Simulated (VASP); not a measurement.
Set up this calculation in VASP 6.6.1, as the native input.

| Item | Value |
| --- | --- |
| Task | single point |
| Functional | LDA |
| Potentials or basis | VASP PAW LDA potentials, release 64 (C) |
| Cutoff | 520 eV |
| k mesh | 10 × 7 × 1 |
| Occupations | fermi-dirac, width 0.02 eV |
| Spin | no spin polarisation |
| Dipole correction | yes |
| Further INCAR settings | ALGO = Normal; EDIFF = 1e-06; NBANDS = 21 |

The structure of C lies in POSCAR:

```
C
1.0
    2.4973051747      0.0000000000      0.0000000000
    0.0000000000      3.5317228474      0.0000000000
    0.0000000000      0.0000000000     18.4973000000
C
6
Direct
    0.7500000000      0.0979665966      0.4395637417
    0.2500000000      0.9020334034      0.4395637417
    0.2500000000      0.6098846866      0.5000000011
    0.7500000000      0.3901153134      0.5000000011
    0.7500000000      0.0979665959      0.5604362572
    0.2500000000      0.9020334041      0.5604362572
```

One way to write it, as run:

INCAR

```
SYSTEM = C
  ALGO = Normal
  DIPOL = 0.5 0.5 0.500
  EDIFF = 1E-6
  ENCUT = 520
  GGA = CA
  IDIPOL = 3
  ISIF = 2
  ISMEAR = -1
  LASPH = .TRUE.
  LCHARG = .FALSE.
  LDIPOL = .TRUE.
  LREAL = .FALSE.
  LWAVE = .FALSE.
  NBANDS = 21
  NELM = 100
  PREC = Accurate
  SIGMA = 0.02
```

KPOINTS

```
k-points
0
G
  10 7 1
  0 0 0
```

Potentials or basis: VASP PAW LDA potentials, release 64 (C).

Launch:

```sh
$ cat potpaw_LDA.64/C/POTCAR > POTCAR
$ mpirun -np 1 vasp_std > vasp.out
```

It gave:

```json
{"Largest force": "0.058 eV/Å", "Band gap on the k mesh": "zero (band 12 reaches -2.18 eV, above the bottom of band 13 at -2.98 eV)"}
```

Wall time 2.2 min on 1 thread of Intel(R) Xeon(R) Platinum 8488C (Sapphire Rapids) (shared host), peak memory 0.23 GiB.
